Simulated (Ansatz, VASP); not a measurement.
## One calculation of TaRu, two programs

```xyz
2
Lattice="3.0117 0.0000 0.0000 0.0000 3.0117 0.0000 0.0000 0.0000 3.3432" Properties=species:S:1:pos:R:3 pbc="T T T"
Ta    1.5059    1.5059    1.6716
Ru    0.0000    0.0000    0.0000
```

Change from the starting cell: volume scaled by 0.96.

Alike in both runs: task single point; functional LDA; k mesh 11 × 11 × 10; occupations fermi-dirac, width 0.05 eV; no spin polarisation.

|  | VASP | Ansatz |
| --- | --- | --- |
| version | VASP 6.6.1 | Ansatz 0.2.0 |
| potentials or method | VASP PAW LDA potentials, release 64 (Ta_pv, Ru_pv), cutoff 520 eV | all-electron LAPW, scalar-relativistic |

|  | VASP | Ansatz | Ansatz less VASP |
| --- | --- | --- | --- |
| pressure (GPa) | 1.4 | 0.4 | -0.97 |
| traceless stress, the component that is largest in VASP (GPa) | 0.37 | 0.47 | +0.101 |

LDA's correlation is that of Perdew and Zunger in VASP and of Perdew and Wang (1992) in Ansatz. Ansatz ran all-electron here, and VASP with PAW potentials.

Neither program's run includes spin-orbit coupling.
